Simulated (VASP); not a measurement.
# AgCl (P2_1/m) in VASP: single point with PBE

Aim: the single point of AgCl with PBE.

All numbers are computed with VASP 6.6.1; they aren't measurements. Logs are shortened: lines on timing, memory, paths and dates and some standing lists are left out, and cuts for length are marked.

## Step 1: The cell of the first run

The typed cell holds 4 atoms: a = 3.969 Å, b = 3.981 Å, c = 5.598 Å, α = 90.00°, β = 89.99°, γ = 90.00°.

## Step 2: Single point, PBE

INCAR

```
ALGO     = Normal         # electronic algorithm
EDIFF    = 1E-6           # SCF threshold, eV
ENCUT    = 520            # plane-wave cutoff, eV
GGA      = PE             # functional
ISIF     = 2              # what is computed and relaxed
ISMEAR   = 0              # smearing method
LASPH    = T              # aspherical terms in the spheres
LCHARG   = T              # write CHGCAR
LELF     = T              # ELF
LREAL    = F              # projectors in reciprocal space
LVHAR    = T            
LWAVE    = F              # write WAVECAR
NBANDS   = 26             # bands
NELM     = 100            # most SCF steps
PREC     = Accurate       # precision mode
SIGMA    = 0.02           # smearing width, eV
```

KPOINTS

```
k-points
0
Gamma
  8 8 6
```

POSCAR

```
AgCl
1.0
    3.9503931555      0.0000000000      0.3794472356
    0.0000000000      3.9813531869      0.0000000000
   -0.5345731561      0.0000000000      5.5725427048
Ag Cl
2 2
Direct
    0.2506347613      0.2500000000      0.2498316643
    0.7493652387      0.7500000000      0.7501683357
    0.2499933029      0.2500000000      0.7496667911
    0.7500066971      0.7500000000      0.2503332089
```

Potentials or basis: VASP PAW PBE potentials, release 64 (Ag, Cl).

Command:

```
> cat potpaw_PBE.64/Ag/POTCAR potpaw_PBE.64/Cl/POTCAR > POTCAR
> mpirun -np 1 vasp_std > vasp.out
```

OUTCAR:

```text
EDIFF = 1E-6
   ENCUT = 520
   GGA = PE
   ISIF = 2
   ISMEAR = 0
   LASPH = T
   LREAL = F
   NELM = 100
   PREC = Accurate

 ion  position               nearest neighbor table
   1  0.251  0.250  0.250-   3 2.80   3 2.80   4 2.81   4 2.81   4 2.81   4 2.81
   2  0.749  0.750  0.750-   4 2.80   4 2.80   3 2.81   3 2.81   3 2.81   3 2.81
   3  0.250  0.250  0.750-   1 2.80   1 2.80   2 2.81   2 2.81   2 2.81   2 2.81
   4  0.750  0.750  0.250-   2 2.80   2 2.80   1 2.81   1 2.81   1 2.81   1 2.81

  LATTYP: Found a simple monoclinic cell.
 ALAT       =     3.9685748434
 B/A-ratio  =     1.0032198822
 C/A-ratio  =     1.4106133727
 COS(beta)  =    -0.0001220615

  Lattice vectors:

 A1 = (   3.9503931555,   0.0000000000,   0.3794472356)
 A2 = (   0.0000000000,  -3.9813531869,   0.0000000000)
 A3 = (   0.5345731561,   0.0000000000,  -5.5725427048)

Analysis of symmetry for initial positions (statically):
=====================================================================
 Subroutine PRICEL returns:
 Original cell was already a primitive cell.

 Routine SETGRP: Setting up the symmetry group for a
 simple monoclinic supercell.

 Subroutine GETGRP returns: Found  4 space group operations
 (whereof  2 operations were pure point group operations)
 out of a pool of  4 trial point group operations.

The static configuration has the point symmetry S_2 .
 The point group associated with its full space group is C_2h.

Analysis of symmetry for dynamics (positions and initial velocities):
=====================================================================
 Subroutine PRICEL returns:
 Original cell was already a primitive cell.

 Routine SETGRP: Setting up the symmetry group for a
 simple monoclinic supercell.

 Subroutine GETGRP returns: Found  4 space group operations
 (whereof  2 operations were pure point group operations)
 out of a pool of  4 trial point group operations.

The dynamic configuration has the point symmetry S_2 .
 The point group associated with its full space group is C_2h.

 Subroutine INISYM returns: Found  4 space group operations
 (whereof  2 operations are pure point group operations),
 and found     1 'primitive' translations

----------------------------------------------------------------------------------------

                                     Primitive cell

  volume of cell :      88.4520

  direct lattice vectors                    reciprocal lattice vectors
     3.950393156  0.000000000  0.379447236     0.250828142  0.000000000  0.024061905
     0.000000000  3.981353187  0.000000000     0.000000000  0.251170884  0.000000000
    -0.534573156  0.000000000  5.572542705    -0.017079464  0.000000000  0.177812864

  length of vectors
     3.968574843  3.981353187  5.598124745     0.251979627  0.251170884  0.178631248

  position of ions in fractional coordinates (direct lattice)
     0.250634761  0.250000000  0.249831664
     0.749365239  0.750000000  0.750168336
     0.249993303  0.250000000  0.749666791
     0.750006697  0.750000000  0.250333209

  ion indices of the primitive-cell ions
   primitive index   ion index
                 1           1
                 2           2
                 3           3
                 4           4

----------------------------------------------------------------------------------------

 KPOINTS: k-points

Automatic generation of k-mesh.
 Grid dimensions read from file:
 generate k-points for:    8    8    6

 Generating k-lattice:

  Cartesian coordinates                     Fractional coordinates (reciprocal lattice)
     0.031353518  0.000000000  0.003007738     0.125000000  0.000000000  0.000000000
     0.000000000  0.031396361  0.000000000     0.000000000  0.125000000  0.000000000
    -0.002846577  0.000000000  0.029635477     0.000000000  0.000000000  0.166666667

  Length of vectors
     0.031497453  0.031396361  0.029771875

  Shift w.r.t. Gamma in fractional coordinates (k-lattice)
     0.000000000  0.000000000  0.000000000

 Subroutine IBZKPT returns following result:
 ===========================================

 Found    130 irreducible k-points:

 Following reciprocal coordinates:
            Coordinates               Weight
  0.000000  0.000000  0.000000      1.000000
  0.125000  0.000000  0.000000      2.000000
  0.250000  0.000000  0.000000      2.000000
  0.375000  0.000000  0.000000      2.000000
  0.500000  0.000000  0.000000      1.000000
  0.000000  0.125000  0.000000      2.000000
[... 16 lines left out ...]
  0.250000  0.500000  0.000000      2.000000
  0.375000  0.500000  0.000000      2.000000
 [... further k-points ...]
   k-points           NKPTS =    130   k-points in BZ     NKDIM =    130   number of bands    NBANDS=     26
   number of dos      NEDOS =    301   number of ions     NIONS =      4
   total plane-waves  NPLWV =  37800
   dimension x,y,z NGX =    30 NGY =   30 NGZ =   42
   dimension x,y,z NGXF=    60 NGYF=   60 NGZF=   84
   ions per type =               2   2
   NGX,Y,Z   is equivalent  to a cutoff of  12.57, 12.53, 12.47 a.u.
   NGXF,Y,Z  is equivalent  to a cutoff of  25.13, 25.05, 24.95 a.u.
 SYSTEM =  unknown system
   PREC   = accura    normal or accurate (medium, high low for compatibility)
   ISTART =      0    job   : 0-new  1-cont  2-samecut
   ICHARG =      2    charge: 1-file 2-atom 10-const
   ISPIN  =      1    spin polarized calculation?
   LNONCOLLINEAR =      F non collinear calculations
   LSORBIT =      F    spin-orbit coupling
   LASPH  =      T    aspherical Exc in radial PAW
   ENCUT  =  520.0 eV  38.22 Ry    6.18 a.u.   7.38  7.40 10.41*2*pi/ulx,y,z
   NELM   =    100;   NELMIN=  2; NELMDL= -5     # of ELM steps
   EDIFF  = 0.1E-05   stopping-criterion for ELM
   LREAL  =      F    real-space projection
   EDIFFG = 0.1E-04   stopping-criterion for IOM
   NSW    =      0    number of steps for IOM
   IBRION =     -1    ionic relax: 0-MD 1-quasi-New 2-CG
   NFREE  =      0    steps in history (QN), initial steepest desc. (CG)
   ISIF   =      2    stress and relaxation
   ISYM   =      2    0-nonsym 1-usesym 2-fastsym
   POTIM  = 0.5000    time-step for ionic-motion
   TEBEG  =    0.0;   TEEND  =   0.0 temperature during run
   PSTRESS=    0.0 pullay stress
   NELECT =      36.0000    total number of electrons
   NUPDOWN=      -1.0000    fix difference up-down
   EMIN   =  10.00;   EMAX   =-10.00  energy-range for DOS
   EFERMI =   0.00;   METHOD = LEGACY
   ISMEAR =     0;   SIGMA  =   0.02  broadening in eV -4-tet -1-fermi 0-gaus
   EFERMI_NEDOS =   21; number of points for ismear=-14 and -15
   IALGO  =     38    algorithm
   IMIX   =      4    mixing-type and parameters
     AMIX     =   0.40;   BMIX     =  1.00
     AMIX_MAG =   1.60;   BMIX_MAG =  1.00
  volume/ion in A,a.u.               =      22.11       149.23
  Fermi-wavevector in a.u.,A,eV,Ry     =   1.213220  2.292654 20.026467  1.471904
  Thomas-Fermi vector in A             =   2.348679
   LORBIT       =      0    0 simple, 1 ext, 2 COOP (PROOUT), +10 PAW based schemes
   GGA     = PE    functional components
   LHFCALC =     F    Hartree Fock is set to
   AEXX    =    0.0000 exact exchange contribution
   IVDW    =     0    specifies the selected vdW correction
   LEPSILON=     F    determine dielectric tensor
   LRPA    =     F    only Hartree local field effects (RPA)
 non-spin polarized calculation
 Gauss-broadening in eV      SIGMA  =   0.02
  energy-cutoff  :      520.00
  volume of cell :       88.45
 maximum number of plane-waves:      2421
 NGX is ok and might be reduce to    30
   NGX = 15   NGY = 15   NGZ = 21

 number of electron      35.9999986 magnetization

 Free energy of the ion-electron system (eV)
  ---------------------------------------------------
  ext. energy  EPLUGINS =         0.00000000
  ---------------------------------------------------
  free energy    TOTEN  =       -10.80245837 eV

  energy without entropy =      -10.80245837  energy(sigma->0) =      -10.80245837

 E-fermi :   3.5067     XC(G=0):  -9.7762

 val. band max:        3.3792175895   @ k =   0.0000   0.5000   0.5000
 cond. band min:       4.2873894121   @ k =   0.0000   0.0000   0.0000
 fundamental gap:      0.9081718226
 Fermi energy:         3.5066625957

 k-point     1 :       0.0000    0.0000    0.0000
  band No.  band energies     occupation
      1     -11.5439      2.00000
      2     -11.1273      2.00000
      3      -0.6952      2.00000
      4       0.4872      2.00000
      5       0.5071      2.00000
      6       0.7753      2.00000
[... 18 lines left out ...]
     25      14.2510      0.00000
     26      14.6664      0.00000

 k-point     2 :       0.1250    0.0000    0.0000
  band No.  band energies     occupation
      1     -11.5074      2.00000
      2     -11.1196      2.00000
      3      -0.6597      2.00000
      4       0.0400      2.00000
      5       0.1819      2.00000
      6       0.4902      2.00000
[... 18 lines left out ...]
     25      14.1205      0.00000
     26      14.2811      0.00000

 k-point     3 :       0.2500    0.0000    0.0000
  band No.  band energies     occupation
      1     -11.4104      2.00000
      2     -11.1079      2.00000
      3      -0.5879      2.00000
      4      -0.5537      2.00000
      5      -0.2754      2.00000
      6      -0.2019      2.00000
[... 18 lines left out ...]
     25      13.0793      0.00000
     26      13.2235      0.00000

 k-point     4 :       0.3750    0.0000    0.0000
  band No.  band energies     occupation
      1     -11.2869      2.00000
      2     -11.1199      2.00000
      3      -1.0264      2.00000
      4      -0.8649      2.00000
      5      -0.4368      2.00000
      6      -0.3799      2.00000
[... 18 lines left out ...]
     25      12.1679      0.00000
     26      12.1816      0.00000

 k-point     5 :       0.5000    0.0000    0.0000
  band No.  band energies     occupation
      1     -11.1799      2.00000
      2     -11.1797      2.00000
      3      -1.1324      2.00000
      4      -1.1311      2.00000
      5      -0.4864      2.00000
      6      -0.4861      2.00000
[... 18 lines left out ...]
     25      11.8060      0.00000
     26      11.8077      0.00000

 k-point     6 :       0.0000    0.1250    0.0000
  band No.  band energies     occupation
      1     -11.5077      2.00000
      2     -11.1200      2.00000
      3      -0.6601      2.00000
      4       0.0280      2.00000
      5       0.1986      2.00000
      6       0.4828      2.00000
[... 427 lines left out ...]
 k-point    21 :       0.0000    0.5000    0.0000
  band No.  band energies     occupation
      1     -11.1826      2.00000
      2     -11.1826      2.00000
      3      -1.1323      2.00000
      4      -1.1323      2.00000
      5      -0.4714      2.00000
      6      -0.4714      2.00000
[... 18 lines left out ...]
     25      11.8466      0.00000
     26      11.8466      0.00000

 k-point    22 :       0.1250    0.5000    0.0000
  band No.  band energies     occupation
      1     -11.1751      2.00000
      2     -11.1751      2.00000
      3      -1.0621      2.00000
      4      -1.0621      2.00000
      5      -0.4015      2.00000
      6      -0.4015      2.00000
[... 18 lines left out ...]
     25      12.2927      0.00000
     26      12.2927      0.00000

 k-point    23 :       0.2500    0.5000    0.0000
  band No.  band energies     occupation
      1     -11.1571      2.00000
      2     -11.1571      2.00000
      3      -0.9021      2.00000
      4      -0.9021      2.00000
      5      -0.1664      2.00000
      6      -0.1664      2.00000
[... 18 lines left out ...]
     25      13.1080      0.00000
     26      13.1080      0.00000

 k-point    24 :       0.3750    0.5000    0.0000
  band No.  band energies     occupation
      1     -11.1389      2.00000
      2     -11.1389      2.00000
      3      -0.7527      2.00000
      4      -0.7527      2.00000
      5       0.2279      2.00000
      6       0.2279      2.00000
[... 18 lines left out ...]
     25      14.0534      0.00000
     26      14.0534      0.00000

 [... further k-points ...]

------------------------ aborting loop because EDIFF is reached ----------------------------------------

  FORCE on cell =-STRESS in cart. coord.  units (eV):
  Direction    XX          YY          ZZ          XY          YZ          ZX
  --------------------------------------------------------------------------------------
  -------------------------------------------------------------------------------------
  Total       -0.0938082     -0.1161287     -0.0719123      0.0000000      0.0000000     -0.0025314
  in kB       -1.6991962     -2.1034987     -1.3025838      0.0000000      0.0000000     -0.0458521
  external PRESSURE =      -1.7017596 kB  Pullay stress =       0.0000000 kB

 VOLUME and BASIS-vectors are now :
 -----------------------------------------------------------------------------
  energy-cutoff  :      520.00
  volume of cell :       88.45
      direct lattice vectors                 reciprocal lattice vectors
     3.950393156  0.000000000  0.379447236     0.250828142  0.000000000  0.024061905
     0.000000000  3.981353187  0.000000000     0.000000000  0.251170884  0.000000000
    -0.534573156  0.000000000  5.572542705    -0.017079464  0.000000000  0.177812864

 POSITION                                       TOTAL-FORCE (eV/Angst)
 -----------------------------------------------------------------------------------
      0.85655      0.99534      1.48730        -0.002556     -0.000000     -0.001282
      2.55927      2.98601      4.46469         0.002556      0.000000      0.001282
      0.58682      0.99534      4.27241        -0.003090     -0.000000      0.004854
      2.82900      2.98601      1.67958         0.003090     -0.000000     -0.004854
 -----------------------------------------------------------------------------------
    total drift:                                0.000000     -0.000000     -0.000000

  FREE ENERGIE OF THE ION-ELECTRON SYSTEM (eV)
  ---------------------------------------------------
  free  energy   TOTEN  =       -10.8024583703 eV

  energy  without entropy=      -10.8024583703  energy(sigma->0) =      -10.80245837
```

Run time: 7.4 min. Hardware: 1 thread of AMD EPYC, shared host; peak memory 0.33 GiB.

What came out:

```yaml
Free_energy: -10.8025 eV
Pressure: -0.2 GPa
Largest_force: 0.006 eV/Å
Band_gap_on_the_k_mesh: 0.91 eV
```

Forces in eV/Å, atoms in the order of the input:
```
Ag  -0.003  0.000 -0.001
Ag   0.003  0.000  0.001
Cl  -0.003  0.000  0.005
Cl   0.003  0.000 -0.005
```

A k mesh can miss the band edges. Expect the measured gap to be larger: semilocal functionals such as PBE lack the derivative discontinuity.
